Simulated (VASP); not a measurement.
# Ge (Fd-3m) in VASP: further runs

The runs below take Ge through single point, relaxation of cell and atoms, with r2SCAN.

Everything below comes from runs of VASP 6.6.1. Logs are shortened: lines on timing, memory, paths and dates and some standing lists are left out, and cuts for length are marked.

## (1) The cell of the first run

The structure is cubic, space group Fd-3m (No. 227). The conventional cell has a = 5.674 Å, b = 5.674 Å, c = 5.674 Å, α = 90.00°, β = 90.00°, γ = 90.00°. Within 3.2 Å of Ge (site symmetry -43m) lie 4 Ge at 2.46 Å.

## (2) Single point, r2SCAN

File POSCAR:

```
Ge
1.0
    0.0000000000      2.8372372263      2.8372372263
    2.8372372263      0.0000000000      2.8372372263
    2.8372372263      2.8372372263      0.0000000000
Ge
2
Direct
    0.0000000000      0.0000000000      0.0000000000
    0.2500000000      0.2500000000      0.2500000000
```

File INCAR.step1:

```
SYSTEM = Ge
  PREC = Accurate
  ENCUT = 520
  ISMEAR = 0
  SIGMA = 0.01
  LREAL = .False.
  LASPH = .True.
  NELM = 60
  NBANDS = 21
  GGA = PE
  ALGO = Normal
  EDIFF = 1E-4
  LWAVE = .True.
  LCHARG = .False.
```

File INCAR.step2:

```
SYSTEM = Ge
  PREC = Accurate
  ENCUT = 520
  EDIFF = 1E-6
  ISMEAR = 0
  SIGMA = 0.01
  LREAL = .False.
  LASPH = .True.
  NELM = 60
  ALGO = Normal
  ISIF = 2
  LWAVE = .False.
  LCHARG = .False.
  METAGGA = R2SCAN
  LMIXTAU = .True.
  NBANDS = 21
  ISTART = 1
```

File KPOINTS:

```
regular mesh
0
Gamma
  10 10 10
  0 0 0
```

Potentials or basis: VASP PAW PBE potentials, release 64 (Ge_d).

Launch:

```bash
> cat potpaw_PBE.64/Ge_d/POTCAR > POTCAR
> cp INCAR.step1 INCAR
> mpirun -np 1 vasp_std > vasp.out
> cp INCAR.step2 INCAR
> mpirun -np 1 vasp_std > vasp.out
```

OUTCAR:

```text
SYSTEM = Ge
   PREC = Accurate
   ENCUT = 520
   EDIFF = 1E-6
   ISMEAR = 0
   LREAL = .False.
   LASPH = .True.
   NELM = 60
   ISIF = 2
   METAGGA = R2SCAN
   ISTART = 1

 ion  position               nearest neighbor table
   1  0.000  0.000  0.000-   2 2.46   2 2.46   2 2.46   2 2.46
   2  0.250  0.250  0.250-   1 2.46   1 2.46   1 2.46   1 2.46

  LATTYP: Found a face centered cubic cell.
 ALAT       =     5.6744744526

  Lattice vectors:

 A1 = (   0.0000000000,   2.8372372263,   2.8372372263)
 A2 = (   2.8372372263,   0.0000000000,   2.8372372263)
 A3 = (   2.8372372263,   2.8372372263,   0.0000000000)

Analysis of symmetry for initial positions (statically):
=====================================================================
 Subroutine PRICEL returns:
 Original cell was already a primitive cell.

 Routine SETGRP: Setting up the symmetry group for a
 face centered cubic supercell.

 Subroutine GETGRP returns: Found 48 space group operations
 (whereof 24 operations were pure point group operations)
 out of a pool of 48 trial point group operations.

The static configuration has the point symmetry T_d .
 The point group associated with its full space group is O_h .

Analysis of symmetry for dynamics (positions and initial velocities):
=====================================================================
 Subroutine PRICEL returns:
 Original cell was already a primitive cell.

 Routine SETGRP: Setting up the symmetry group for a
 face centered cubic supercell.

 Subroutine GETGRP returns: Found 48 space group operations
 (whereof 24 operations were pure point group operations)
 out of a pool of 48 trial point group operations.

The dynamic configuration has the point symmetry T_d .
 The point group associated with its full space group is O_h .

 Subroutine INISYM returns: Found 48 space group operations
 (whereof 24 operations are pure point group operations),
 and found     1 'primitive' translations

----------------------------------------------------------------------------------------

                                     Primitive cell

  volume of cell :      45.6790

  direct lattice vectors                    reciprocal lattice vectors
     0.000000000  2.837237226  2.837237226    -0.176227774  0.176227774  0.176227774
     2.837237226  0.000000000  2.837237226     0.176227774 -0.176227774  0.176227774
     2.837237226  2.837237226  0.000000000     0.176227774  0.176227774 -0.176227774

  length of vectors
     4.012459365  4.012459365  4.012459365     0.305235458  0.305235458  0.305235458

  position of ions in fractional coordinates (direct lattice)
     0.000000000  0.000000000  0.000000000
     0.250000000  0.250000000  0.250000000

  ion indices of the primitive-cell ions
   primitive index   ion index
                 1           1
                 2           2

----------------------------------------------------------------------------------------

 KPOINTS: regular mesh

Automatic generation of k-mesh.
 Grid dimensions read from file:
 generate k-points for:   10   10   10

 Generating k-lattice:

  Cartesian coordinates                     Fractional coordinates (reciprocal lattice)
    -0.017622777  0.017622777  0.017622777     0.100000000  0.000000000  0.000000000
     0.017622777 -0.017622777  0.017622777     0.000000000  0.100000000  0.000000000
     0.017622777  0.017622777 -0.017622777     0.000000000  0.000000000  0.100000000

  Length of vectors
     0.030523546  0.030523546  0.030523546

  Shift w.r.t. Gamma in fractional coordinates (k-lattice)
     0.000000000  0.000000000  0.000000000

 Subroutine IBZKPT returns following result:
 ===========================================

 Found     47 irreducible k-points:

 Following reciprocal coordinates:
            Coordinates               Weight
  0.000000  0.000000  0.000000      1.000000
  0.100000  0.000000  0.000000      8.000000
  0.200000  0.000000  0.000000      8.000000
  0.300000  0.000000  0.000000      8.000000
  0.400000  0.000000  0.000000      8.000000
  0.500000  0.000000  0.000000      4.000000
[... 16 lines left out ...]
  0.300000  0.300000  0.000000      6.000000
  0.400000  0.300000  0.000000     24.000000
 [... further k-points ...]
   k-points           NKPTS =     47   k-points in BZ     NKDIM =     47   number of bands    NBANDS=     21
   number of dos      NEDOS =    301   number of ions     NIONS =      2
   total plane-waves  NPLWV =  27000
   dimension x,y,z NGX =    30 NGY =   30 NGZ =   30
   dimension x,y,z NGXF=    60 NGYF=   60 NGZF=   60
   ions per type =               2
   NGX,Y,Z   is equivalent  to a cutoff of  12.43, 12.43, 12.43 a.u.
   NGXF,Y,Z  is equivalent  to a cutoff of  24.86, 24.86, 24.86 a.u.
 SYSTEM =  Ge
   PREC   = accura    normal or accurate (medium, high low for compatibility)
   ISTART =      1    job   : 0-new  1-cont  2-samecut
   ICHARG =      0    charge: 1-file 2-atom 10-const
   ISPIN  =      1    spin polarized calculation?
   LNONCOLLINEAR =      F non collinear calculations
   LSORBIT =      F    spin-orbit coupling
   LASPH  =      T    aspherical Exc in radial PAW
   ENCUT  =  520.0 eV  38.22 Ry    6.18 a.u.   7.46  7.46  7.46*2*pi/ulx,y,z
   NELM   =     60;   NELMIN=  2; NELMDL=  0     # of ELM steps
   EDIFF  = 0.1E-05   stopping-criterion for ELM
   LREAL  =      F    real-space projection
   EDIFFG = 0.1E-04   stopping-criterion for IOM
   NSW    =      0    number of steps for IOM
   IBRION =     -1    ionic relax: 0-MD 1-quasi-New 2-CG
   NFREE  =      0    steps in history (QN), initial steepest desc. (CG)
   ISIF   =      2    stress and relaxation
   ISYM   =      2    0-nonsym 1-usesym 2-fastsym
   POTIM  = 0.5000    time-step for ionic-motion
   TEBEG  =    0.0;   TEEND  =   0.0 temperature during run
   PSTRESS=    0.0 pullay stress
   NELECT =      28.0000    total number of electrons
   NUPDOWN=      -1.0000    fix difference up-down
   EMIN   =  10.00;   EMAX   =-10.00  energy-range for DOS
   EFERMI =   0.00;   METHOD = LEGACY
   ISMEAR =     0;   SIGMA  =   0.01  broadening in eV -4-tet -1-fermi 0-gaus
   EFERMI_NEDOS =   21; number of points for ismear=-14 and -15
   IALGO  =     38    algorithm
   IMIX   =      4    mixing-type and parameters
     AMIX     =   0.40;   BMIX     =  1.00
     AMIX_MAG =   1.60;   BMIX_MAG =  1.00
  volume/ion in A,a.u.               =      22.84       154.13
  Fermi-wavevector in a.u.,A,eV,Ry     =   1.390663  2.627972 26.312895  1.933943
  Thomas-Fermi vector in A             =   2.514576
   LORBIT       =      0    0 simple, 1 ext, 2 COOP (PROOUT), +10 PAW based schemes
   METAGGA = R2SCAN    functional components
   LHFCALC =     F    Hartree Fock is set to
   AEXX    =    0.0000 exact exchange contribution
   IVDW    =     0    specifies the selected vdW correction
   LEPSILON=     F    determine dielectric tensor
   LRPA    =     F    only Hartree local field effects (RPA)
 non-spin polarized calculation
 Gauss-broadening in eV      SIGMA  =   0.01
  energy-cutoff  :      520.00
  volume of cell :       45.68
 maximum number of plane-waves:      1249
 NGX is ok and might be reduce to    30
   NGX = 15   NGY = 15   NGZ = 15

 number of electron      28.0000015 magnetization

 Free energy of the ion-electron system (eV)
  ---------------------------------------------------
  ext. energy  EPLUGINS =         0.00000000
  ---------------------------------------------------
  free energy    TOTEN  =       -27.74257726 eV

  energy without entropy =      -27.74257726  energy(sigma->0) =      -27.74257726

 E-fermi :   4.8469     XC(G=0): -10.7733

 val. band max:        4.7148696273   @ k =   0.0000   0.0000   0.0000
 cond. band min:       5.0335499732   @ k =   0.0000   0.0000   0.0000
 fundamental gap:      0.3186803459
 Fermi energy:         4.8469338377

 k-point     1 :       0.0000    0.0000    0.0000
  band No.  band energies     occupation
      1     -20.7674      2.00000
      2     -20.7674      2.00000
      3     -20.7674      2.00000
      4     -20.7287      2.00000
      5     -20.7287      2.00000
      6     -20.5160      2.00000
[... 13 lines left out ...]
     20      14.6282      0.00000
     21      14.6283      0.00000

 k-point     2 :       0.1000    0.0000    0.0000
  band No.  band energies     occupation
      1     -20.7732      2.00000
      2     -20.7732      2.00000
      3     -20.7657      2.00000
      4     -20.7206      2.00000
      5     -20.7206      2.00000
      6     -20.5233      2.00000
[... 13 lines left out ...]
     20      13.9470      0.00000
     21      13.9471      0.00000

 k-point     3 :       0.2000    0.0000    0.0000
  band No.  band energies     occupation
      1     -20.7823      2.00000
      2     -20.7822      2.00000
      3     -20.7614      2.00000
      4     -20.7060      2.00000
      5     -20.7060      2.00000
      6     -20.5343      2.00000
[... 13 lines left out ...]
     20      13.4411      0.00000
     21      13.4411      0.00000

 k-point     4 :       0.3000    0.0000    0.0000
  band No.  band energies     occupation
      1     -20.7885      2.00000
      2     -20.7885      2.00000
      3     -20.7559      2.00000
      4     -20.6940      2.00000
      5     -20.6940      2.00000
      6     -20.5423      2.00000
[... 13 lines left out ...]
     20      13.8327      0.00000
     21      13.8327      0.00000

 k-point     5 :       0.4000    0.0000    0.0000
  band No.  band energies     occupation
      1     -20.7914      2.00000
      2     -20.7914      2.00000
      3     -20.7513      2.00000
      4     -20.6875      2.00000
      5     -20.6875      2.00000
      6     -20.5458      2.00000
[... 13 lines left out ...]
     20      15.1192      0.00000
     21      15.1192      0.00000
[... 382 lines left out ...]
     20      14.5955      0.00000
     21      16.7282      0.00000

 k-point    22 :      -0.2000    0.2000    0.0000
  band No.  band energies     occupation
      1     -20.7975      2.00000
      2     -20.7970      2.00000
      3     -20.7398      2.00000
      4     -20.6953      2.00000
      5     -20.6712      2.00000
      6     -20.5684      2.00000
[... 13 lines left out ...]
     20      15.1848      0.00000
     21      15.7116      0.00000

 k-point    23 :       0.3000    0.3000    0.0000
  band No.  band energies     occupation
      1     -20.7910      2.00000
      2     -20.7910      2.00000
      3     -20.7680      2.00000
      4     -20.6789      2.00000
      5     -20.6368      2.00000
      6     -20.6270      2.00000
[... 13 lines left out ...]
     20      16.2336      0.00000
     21      16.5764      0.00000

 k-point    24 :       0.4000    0.3000    0.0000
  band No.  band energies     occupation
      1     -20.8016      2.00000
      2     -20.7957      2.00000
      3     -20.7511      2.00000
      4     -20.6633      2.00000
      5     -20.6450      2.00000
      6     -20.6192      2.00000
[... 13 lines left out ...]
     20      17.0097      0.00000
     21      17.0287      0.00000

 [... further k-points ...]
[... 5 lines left out ...]
  --------------------------------------------------------------------------------------
  -------------------------------------------------------------------------------------
  Total        0.0153688      0.0153688      0.0153688     -0.0000000     -0.0000000     -0.0000000
  in kB        0.5390564      0.5390564      0.5390564     -0.0000000     -0.0000000     -0.0000000
  external PRESSURE =       0.5390564 kB  Pullay stress =       0.0000000 kB

 VOLUME and BASIS-vectors are now :
 -----------------------------------------------------------------------------
  energy-cutoff  :      520.00
  volume of cell :       45.68
      direct lattice vectors                 reciprocal lattice vectors
     0.000000000  2.837237226  2.837237226    -0.176227774  0.176227774  0.176227774
     2.837237226  0.000000000  2.837237226     0.176227774 -0.176227774  0.176227774
     2.837237226  2.837237226  0.000000000     0.176227774  0.176227774 -0.176227774

 POSITION                                       TOTAL-FORCE (eV/Angst)
 -----------------------------------------------------------------------------------
      0.00000      0.00000      0.00000         0.000000      0.000000      0.000000
      1.41862      1.41862      1.41862        -0.000000     -0.000000     -0.000000
 -----------------------------------------------------------------------------------
    total drift:                                0.000000      0.000000      0.000000

  FREE ENERGIE OF THE ION-ELECTRON SYSTEM (eV)
  ---------------------------------------------------
  free  energy   TOTEN  =       -27.7425772565 eV

  energy  without entropy=      -27.7425772565  energy(sigma->0) =      -27.74257726
```

Wall time 98 s (1 thread of Intel Xeon Platinum 8488C (Sapphire Rapids), shared host); peak memory 0.18 GiB.

What came out:

```
Free energy            : -27.7426 eV
Pressure               : 0.1 GPa
Band gap on the k mesh : 0.32 eV
```

Levels at points of the mesh, in eV from the valence-band top:
| k point | band 10 | band 11 | band 12 | band 13 | band 14 | band 15 | band 16 | band 17 | band 18 | band 19 |
| --- | --- | --- | --- | --- | --- | --- | --- | --- | --- | --- |
| (0.00, 0.00, 0.00) | -25.21 | -13.24 | 0.00 | 0.00 | 0.00 | 0.32 | 2.71 | 2.71 | 2.71 | 7.04 |
| (0.50, 0.00, 0.00) | -25.19 | -11.06 | -7.83 | -1.47 | -1.47 | 0.41 | 3.99 | 3.99 | 7.65 | 11.15 |
| (0.50, 0.50, 0.00) | -25.17 | -9.18 | -9.18 | -3.19 | -3.19 | 0.98 | 0.98 | 10.03 | 10.03 | 12.25 |

Caveat: semilocal functionals underestimate gaps, and a narrow one can read as zero; the PAW data sets were made with another functional, which shifts forces and pressure a little.

## (3) Relaxation of cell and atoms, r2SCAN

This run uses another cell than the first one, of 22.64 Å³/atom.

File POSCAR:

```
Ge
1.0
    0.0000000000      2.8290000000      2.8290000000
    2.8290000000      0.0000000000      2.8290000000
    2.8290000000      2.8290000000      0.0000000000
Ge
2
Direct
    0.0000000000      0.0000000000      0.0000000000
    0.2500000000      0.2500000000      0.2500000000
```

File INCAR.step1:

```
SYSTEM = Ge
PREC = Accurate
ENCUT = 600
ISMEAR = 0
SIGMA = 0.01
LREAL = .False.
LASPH = .True.
NELM = 80
GGA = PE
ALGO = Normal
EDIFF = 1E-4
LWAVE = .True.
LCHARG = .False.
```

File INCAR.step2:

```
SYSTEM = Ge
PREC = Accurate
ENCUT = 600
EDIFF = 1E-7
ISMEAR = 0
SIGMA = 0.01
LREAL = .False.
LASPH = .True.
NELM = 80
ALGO = Normal
ISIF = 3
LWAVE = .False.
LCHARG = .False.
METAGGA = R2SCAN
LMIXTAU = .True.
IBRION = 2
NSW = 80
EDIFFG = -0.002
ISTART = 1
```

KPOINTS is that of step 2.

Potentials or basis: VASP PAW PBE potentials, release 64 (Ge_d).

Launch:

```bash
> cat potpaw_PBE.64/Ge_d/POTCAR > POTCAR
> cp INCAR.step1 INCAR
> mpirun -np 1 vasp_std > vasp.out
> cp INCAR.step2 INCAR
> mpirun -np 1 vasp_std > vasp.out
```

Run time: 3.4 min. Hardware: 1 thread of Intel Xeon Platinum 8488C (Sapphire Rapids), shared host; peak memory 0.21 GiB.

It converged, with:

| Property | Result |
| --- | --- |
| Free energy | -27.7439 eV |
| Relaxed volume | 22.87 Å³/atom |
| Relaxed cell | a = 4.014 Å, b = 4.014 Å, c = 4.014 Å, α = 60.00°, β = 60.00°, γ = 60.00° |
| Space group after relaxing (to 0.1 Å) | Fd-3m (No. 227) |
| Energy gained by relaxing | 0.5 meV/atom |
| Ionic steps | 3 |
| Pressure after relaxing | 0.0 GPa |
| Band gap on the k mesh | 0.31 eV |

Step by step:
```
step  energy change (eV)  largest force (eV/Å)  pressure (GPa)  volume (Å³)
   1              0.0000                0.0000            0.75        45.28
   2             -0.0008                0.0000           -0.33        45.98
   3             -0.0010                0.0000            0.01        45.74
```

Final structure:
```xyz
2
Lattice="0.0000 2.8384 2.8384 2.8384 0.0000 2.8384 2.8384 2.8384 0.0000" Properties=species:S:1:pos:R:3 pbc="T T T"
Ge    0.0000    0.0000    0.0000
Ge    1.4192    1.4192    1.4192
```

Levels at points of the mesh, in eV from the valence-band top:
```
           k point  band 10  band 11  band 12  band 13  band 14  band 15  band 16  band 17  band 18
(0.00, 0.00, 0.00)   -25.21   -13.23     0.00     0.00     0.00     0.31     2.71     2.71     2.71
(0.50, 0.00, 0.00)   -25.19   -11.06    -7.82    -1.47    -1.47     0.41     3.99     3.99     7.65
(0.50, 0.50, 0.00)   -25.17    -9.18    -9.18    -3.19    -3.19     0.99     0.99    10.02    10.02
```

Caveat: semilocal functionals underestimate gaps, and a narrow one can read as zero; the PAW data sets were made with another functional, which shifts forces and pressure a little. A k mesh can miss the band edges.
